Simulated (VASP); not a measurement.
# Ca18Pd in VASP: single point with PBE+D3(BJ)

Aim: the single point of Ca18Pd with PBE+D3(BJ).

Program: VASP 6.6.1. These are calculated values, not measurements. Logs are shortened: lines on timing, memory, paths and dates and some standing lists are left out, and cuts for length are marked.

### 1 The cell of the first run

The cell holds a slab with vacuum, 19 atoms: a = 7.891 Å, b = 11.837 Å, c = 17.443 Å, α = 90.00°, β = 90.00°, γ = 60.00°.

### 2 Single point, PBE+D3(BJ)

INCAR

```
SYSTEM = Ca18Pd
PREC = Accurate ; ENCUT = 520
EDIFF = 1E-6 ; ISMEAR = -1
SIGMA = 0.1 ; LREAL = Auto
LASPH = .TRUE. ; NELM = 80
ALGO = Normal ; ISIF = 2
LWAVE = .FALSE. ; LCHARG = .TRUE.
GGA = PE ; IVDW = 12
LELF = .TRUE. ; LVHAR = .TRUE.
NBANDS = 110
```

KPOINTS

```
regular mesh
0
G
  3 2 1
  0 0 0
```

POSCAR

```
Ca18Pd
1.0
    7.8913120000      0.0000000000      0.0000000000
    5.9184840000     10.2511150000      0.0000000000
    0.0000000000      0.0000000000     17.4432290000
Ca Pd
18 1
Direct
    0.1666667000      0.1111111000      0.0573288000
    0.6666667000      0.1111111000      0.0573288000
    0.1666667000      0.4444444000      0.0573288000
    0.6666667000      0.4444444000      0.0573288000
    0.1666667000      0.7777778000      0.0573288000
    0.6666667000      0.7777778000      0.0573288000
   -0.1665648276      0.2220902533      0.2332170473
    0.3317801462      0.2242724771      0.2315588974
   -0.1663348903      0.5549335287      0.2329366484
    0.3343279864      0.5545263976      0.2298324404
   -0.1633218329      0.8863198476      0.2310254923
    0.3338619647      0.8862612609      0.2309200901
    0.0035021530     -0.0034604900      0.4059160143
    0.4992212725     -0.0001060649      0.4030517820
   -0.0010249076      0.3346135030      0.4095719781
    0.4974317499      0.3367057858      0.4101729455
    0.0085775150      0.6636378491      0.4089802931
    0.4962358143      0.6634795107      0.4088540804
    0.3338102165      0.5550364448      0.5007406556
```

Potentials or basis: VASP PAW PBE potentials, release 64 (Ca_sv, Pd).

Command:

```console
$ cat potpaw_PBE.64/Ca_sv/POTCAR potpaw_PBE.64/Pd/POTCAR > POTCAR
$ mpirun -np 1 vasp_std > vasp.out
```

OUTCAR:

```text
SYSTEM = Ca18Pd
   PREC = Accurate
   ENCUT = 520
   EDIFF = 1E-6
   ISMEAR = -1
   LREAL = Auto
   LASPH = .TRUE.
   NELM = 80
   ISIF = 2
   GGA = PE
   IVDW = 12
 IVDW          = 12

 ion  position               nearest neighbor table
   1  0.167  0.111  0.057-
   2  0.667  0.111  0.057-
   3  0.167  0.444  0.057-
   4  0.667  0.444  0.057-
   5  0.167  0.778  0.057-
   6  0.667  0.778  0.057-
   7  0.833  0.222  0.233-
   8  0.332  0.224  0.232-
   9  0.834  0.555  0.233-
  10  0.334  0.555  0.230-
  11  0.837  0.886  0.231-
  12  0.334  0.886  0.231-
  13  0.004  0.997  0.406-
  14  0.499  1.000  0.403-
  15  0.999  0.335  0.410-
  16  0.497  0.337  0.410-  19 2.74
  17  0.009  0.664  0.409-  19 2.74
  18  0.496  0.663  0.409-  19 2.74
  19  0.334  0.555  0.501-  17 2.74  18 2.74  16 2.74

  LATTYP: Found a simple monoclinic cell.
 ALAT       =     7.8913120000
 B/A-ratio  =     2.2104345893
 C/A-ratio  =     1.3228756566
 COS(beta)  =    -0.1889822364

  Lattice vectors:

 A1 = (   7.8913120000,   0.0000000000,   0.0000000000)
 A2 = (   0.0000000000,   0.0000000000, -17.4432290000)
 A3 = (  -1.9728280000,  10.2511150000,   0.0000000000)

Analysis of symmetry for initial positions (statically):
=====================================================================
 Subroutine PRICEL returns:
 Original cell was already a primitive cell.

 Routine SETGRP: Setting up the symmetry group for a
 simple monoclinic supercell.

 Subroutine GETGRP returns: Found  1 space group operations
 (whereof  1 operations were pure point group operations)
 out of a pool of  4 trial point group operations.

The static configuration has the point symmetry C_1 .

Analysis of symmetry for dynamics (positions and initial velocities):
=====================================================================
 Subroutine PRICEL returns:
 Original cell was already a primitive cell.

 Routine SETGRP: Setting up the symmetry group for a
 simple monoclinic supercell.

 Subroutine GETGRP returns: Found  1 space group operations
 (whereof  1 operations were pure point group operations)
 out of a pool of  4 trial point group operations.

The dynamic configuration has the point symmetry C_1 .

 Subroutine INISYM returns: Found  1 space group operations
 (whereof  1 operations are pure point group operations),
 and found     1 'primitive' translations

----------------------------------------------------------------------------------------

                                     Primitive cell

  volume of cell :    1411.0656

  direct lattice vectors                    reciprocal lattice vectors
     7.891312000  0.000000000  0.000000000     0.126721640 -0.073162773  0.000000000
     5.918484000 10.251115000  0.000000000     0.000000000  0.097550364  0.000000000
     0.000000000  0.000000000 17.443229000     0.000000000  0.000000000  0.057328835

  length of vectors
     7.891312000 11.836968007 17.443229000     0.146325546  0.097550364  0.057328835

  position of ions in fractional coordinates (direct lattice)
     0.166666700  0.111111100  0.057328800
     0.666666700  0.111111100  0.057328800
     0.166666700  0.444444400  0.057328800
     0.666666700  0.444444400  0.057328800
     0.166666700  0.777777800  0.057328800
     0.666666700  0.777777800  0.057328800
[... 11 lines left out ...]
     0.496235814  0.663479511  0.408854080
     0.333810216  0.555036445  0.500740656

  ion indices of the primitive-cell ions
   primitive index   ion index
                 1           1
                 2           2
                 3           3
                 4           4
                 5           5
                 6           6
[... 11 lines left out ...]
                18          18
                19          19

----------------------------------------------------------------------------------------

 KPOINTS: regular mesh

Automatic generation of k-mesh.
 Grid dimensions read from file:
 generate k-points for:    3    2    1

 Generating k-lattice:

  Cartesian coordinates                     Fractional coordinates (reciprocal lattice)
     0.042240547 -0.024387591  0.000000000     0.333333333  0.000000000  0.000000000
     0.000000000  0.048775182  0.000000000     0.000000000  0.500000000  0.000000000
     0.000000000  0.000000000  0.057328835     0.000000000  0.000000000  1.000000000

  Length of vectors
     0.048775182  0.048775182  0.057328835

  Shift w.r.t. Gamma in fractional coordinates (k-lattice)
     0.000000000  0.000000000  0.000000000

 -----------------------------------------------------------------------------
|                                                                             |
|           W    W    AA    RRRRR   N    N  II  N    N   GGGG   !!!           |
|           W    W   A  A   R    R  NN   N  II  NN   N  G    G  !!!           |
|           W    W  A    A  R    R  N N  N  II  N N  N  G       !!!           |
|           W WW W  AAAAAA  RRRRR   N  N N  II  N  N N  G  GGG   !            |
|           WW  WW  A    A  R   R   N   NN  II  N   NN  G    G                |
|           W    W  A    A  R    R  N    N  II  N    N   GGGG   !!!           |
|                                                                             |
|     Your reciprocal lattice and k-lattice belong to different lattice       |
|     classes:                                                                |
|                                                                             |
|        The reciprocal lattice is simple monoclinic,                         |
|        whereas your k-lattice is hexagonal.                                 |
|                                                                             |
|     Results are often still useful ...                                      |
|                                                                             |
 -----------------------------------------------------------------------------

 Subroutine IBZKPT returns following result:
 ===========================================

 Found      4 irreducible k-points:

 Following reciprocal coordinates:
            Coordinates               Weight
  0.000000  0.000000  0.000000      1.000000
  0.333333  0.000000  0.000000      2.000000
  0.000000  0.500000  0.000000      1.000000
  0.333333  0.500000  0.000000      2.000000
   k-points           NKPTS =      4   k-points in BZ     NKDIM =      4   number of bands    NBANDS=    110
   number of dos      NEDOS =    301   number of ions     NIONS =     19
   total plane-waves  NPLWV = 756000
   dimension x,y,z NGX =    60 NGY =   90 NGZ =  140
   dimension x,y,z NGXF=   120 NGYF=  180 NGZF=  280
   ions per type =              18   1
   NGX,Y,Z   is equivalent  to a cutoff of  12.64, 12.64, 13.34 a.u.
   NGXF,Y,Z  is equivalent  to a cutoff of  25.28, 25.28, 26.69 a.u.
 SYSTEM =  Ca18Pd
   PREC   = accura    normal or accurate (medium, high low for compatibility)
   ISTART =      0    job   : 0-new  1-cont  2-samecut
   ICHARG =      2    charge: 1-file 2-atom 10-const
   ISPIN  =      1    spin polarized calculation?
   LNONCOLLINEAR =      F non collinear calculations
   LSORBIT =      F    spin-orbit coupling
   LASPH  =      T    aspherical Exc in radial PAW
   ENCUT  =  520.0 eV  38.22 Ry    6.18 a.u.  14.67 22.01 32.43*2*pi/ulx,y,z
   NELM   =     80;   NELMIN=  2; NELMDL= -5     # of ELM steps
   EDIFF  = 0.1E-05   stopping-criterion for ELM
   LREAL  =      T    real-space projection
   EDIFFG = 0.1E-04   stopping-criterion for IOM
   NSW    =      0    number of steps for IOM
   IBRION =     -1    ionic relax: 0-MD 1-quasi-New 2-CG
   NFREE  =      0    steps in history (QN), initial steepest desc. (CG)
   ISIF   =      2    stress and relaxation
   ISYM   =      2    0-nonsym 1-usesym 2-fastsym
   POTIM  = 0.5000    time-step for ionic-motion
   TEBEG  =    0.0;   TEEND  =   0.0 temperature during run
   PSTRESS=    0.0 pullay stress
   NELECT =     190.0000    total number of electrons
   NUPDOWN=      -1.0000    fix difference up-down
   EMIN   =  10.00;   EMAX   =-10.00  energy-range for DOS
   EFERMI =   0.00;   METHOD = LEGACY
   ISMEAR =    -1;   SIGMA  =   0.10  broadening in eV -4-tet -1-fermi 0-gaus
   EFERMI_NEDOS =   21; number of points for ismear=-14 and -15
   IALGO  =     38    algorithm
   IMIX   =      4    mixing-type and parameters
     AMIX     =   0.40;   BMIX     =  1.00
     AMIX_MAG =   1.60;   BMIX_MAG =  1.00
  volume/ion in A,a.u.               =      74.27       501.18
  Fermi-wavevector in a.u.,A,eV,Ry     =   0.839093  1.585657  9.579559  0.704078
  Thomas-Fermi vector in A             =   1.953255
   LORBIT       =      0    0 simple, 1 ext, 2 COOP (PROOUT), +10 PAW based schemes
   GGA     = PE    functional components
   LHFCALC =     F    Hartree Fock is set to
   AEXX    =    0.0000 exact exchange contribution
   IVDW    =    12    specifies the selected vdW correction
   LEPSILON=     F    determine dielectric tensor
   LRPA    =     F    only Hartree local field effects (RPA)
 non-spin polarized calculation
  energy-cutoff  :      520.00
  volume of cell :     1411.07
 maximum number of plane-waves:     38042
 NGX is ok and might be reduce to    60
   NGX = 29   NGY = 45   NGZ = 65

 number of electron     189.9999992 magnetization

 Free energy of the ion-electron system (eV)
  ---------------------------------------------------
  ext. energy  EPLUGINS =         0.00000000
  ---------------------------------------------------
  free energy    TOTEN  =       -36.06525621 eV

  energy without entropy =      -35.26324434  energy(sigma->0) =      -35.66425028

 E-fermi :  -0.0676     XC(G=0):  -5.1195

 val. band max:       -0.0985720474   @ k =   0.3333   0.0000   0.0000
 cond. band min:      -0.0653440789   @ k =   0.0000   0.5000   0.0000
 fundamental gap:      0.0332279685
 Fermi energy:        -0.0676196380

 k-point     1 :       0.0000    0.0000    0.0000
  band No.  band energies     occupation
      1     -42.6143      2.00000
      2     -42.5577      2.00000
      3     -42.5418      2.00000
      4     -42.4918      2.00000
      5     -42.4843      2.00000
      6     -42.4824      2.00000
[... 429 lines left out ...]
    106       0.6014      0.00248
    107       0.6099      0.00228
 [bands above 107 left out]

------------------------ aborting loop because EDIFF is reached ----------------------------------------

 Edisp (eV)   -3.35008

 E8    (eV) :    -1.7313

  FORCE on cell =-STRESS in cart. coord.  units (eV):
  Direction    XX          YY          ZZ          XY          YZ          ZX
  --------------------------------------------------------------------------------------
  -------------------------------------------------------------------------------------
  Total      -3.75231    -3.76827    -0.10915     0.00201     0.05038    -0.00161
  in kB      -4.26051    -4.27863    -0.12394     0.00228     0.05721    -0.00183
  external pressure =       -2.89 kB  Pullay stress =        0.00 kB

 VOLUME and BASIS-vectors are now :
 -----------------------------------------------------------------------------
  energy-cutoff  :      520.00
  volume of cell :     1411.07
      direct lattice vectors                 reciprocal lattice vectors
     7.891312000  0.000000000  0.000000000     0.126721640 -0.073162773  0.000000000
     5.918484000 10.251115000  0.000000000     0.000000000  0.097550364  0.000000000
     0.000000000  0.000000000 17.443229000     0.000000000  0.000000000  0.057328835

 POSITION                                       TOTAL-FORCE (eV/Angst)
 -----------------------------------------------------------------------------------
      1.97283      1.13901      1.00000        -0.011423      0.000611      0.024936
      5.91848      1.13901      1.00000         0.011260      0.010034      0.024866
      3.94566      4.55605      1.00000        -0.008873      0.005915     -0.029291
      7.89131      4.55605      1.00000         0.009468     -0.007358     -0.011204
      5.91848      7.97309      1.00000         0.003860     -0.002265     -0.055657
      9.86414      7.97309      1.00000        -0.003915     -0.020376      0.005411
[... 11 lines left out ...]
      7.84274      6.80140      7.13174         0.006355     -0.001355      0.008890
      5.91917      5.68974      8.73453         0.000152      0.004536      0.008225
 -----------------------------------------------------------------------------------
    total drift:                                0.000067     -0.001196      0.001132

  FREE ENERGIE OF THE ION-ELECTRON SYSTEM (eV)
  ---------------------------------------------------
  free  energy   TOTEN  =       -39.4153327151 eV

  energy  without entropy=      -38.6133208477  energy(sigma->0) =      -39.01432678
```

Wall time 45 min (1 thread of Intel Xeon 8259CL, shared host); peak memory 1.5 GiB.

What came out:

```
Free energy                : -39.4153 eV
Largest force              : 0.056 eV/Å
Band gap on the k mesh     : zero (filled and empty bands touch)
Dispersion energy per atom : -0.176 eV
```

Forces on the atoms (eV/Å):
```
Ca  -0.011  0.001  0.025
Ca   0.011  0.010  0.025
Ca  -0.009  0.006 -0.029
Ca   0.009 -0.007 -0.011
Ca   0.004 -0.002 -0.056
Ca  -0.004 -0.020  0.005
Ca   0.002  0.002 -0.003
Ca  -0.003 -0.024  0.030
Ca  -0.001 -0.005 -0.011
Ca   0.001 -0.001 -0.002
Ca  -0.008  0.021  0.002
Ca   0.008  0.020  0.002
Ca   0.001 -0.005  0.010
Ca  -0.002  0.017 -0.008
Ca   0.000 -0.003 -0.004
Ca   0.001 -0.011  0.001
Ca  -0.007 -0.001  0.008
Ca   0.006 -0.001  0.009
Pd   0.000  0.005  0.008
```

Caveat: there is no dipole correction, which matters where the two faces differ.

The gap in the log of VASP goes by the Fermi energy; the results here count the filled bands.